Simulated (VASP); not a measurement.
Write the native input for VASP 6.6.1 that does the following.

| Property | Result |
| --- | --- |
| Task | single point |
| Functional | LDA |
| Potentials or basis | VASP PAW LDA potentials, release 64 (B) |
| Cutoff | 520 eV |
| k mesh | 21 × 21 × 21 |
| Occupations | fermi-dirac, width 0.1 eV |
| Spin | no spin polarisation |
| Dipole correction | no |
| Further INCAR settings | ALGO = Normal; EDIFF = 1e-06; NBANDS = 8 |

The structure of B lies in POSCAR:

```
B
1.0
    0.0000000000      1.4175125177      1.4175125177
    1.4175125177      0.0000000000      1.4175125177
    1.4175125177      1.4175125177      0.0000000000
B
1
Direct
    0.0000000000      0.0000000000      0.0000000000
```

One way to write it, as run:

INCAR

```
SYSTEM = B
ALGO = Normal
EDIFF = 1E-6
ENCUT = 520
GGA = CA
ISIF = 2
ISMEAR = -1
LASPH = .TRUE.
LCHARG = .TRUE.
LELF = .TRUE.
LREAL = .FALSE.
LVHAR = .TRUE.
LWAVE = .FALSE.
NBANDS = 8
NELM = 60
PREC = Accurate
SIGMA = 0.1
```

KPOINTS

```
k-points
0
G
  21 21 21
  0 0 0
```

Potentials or basis: VASP PAW LDA potentials, release 64 (B).

Run with:

```console
$ cat potpaw_LDA.64/B/POTCAR > POTCAR
$ mpirun -np 1 vasp_std > vasp.out
```

It gave:

```json
{
 "Pressure": "0.5 GPa"
}
```

It took 2.7 s on 1 thread of Intel(R) Xeon(R) 6975P-C (Granite Rapids), on a shared host, peak memory 0.11 GiB.
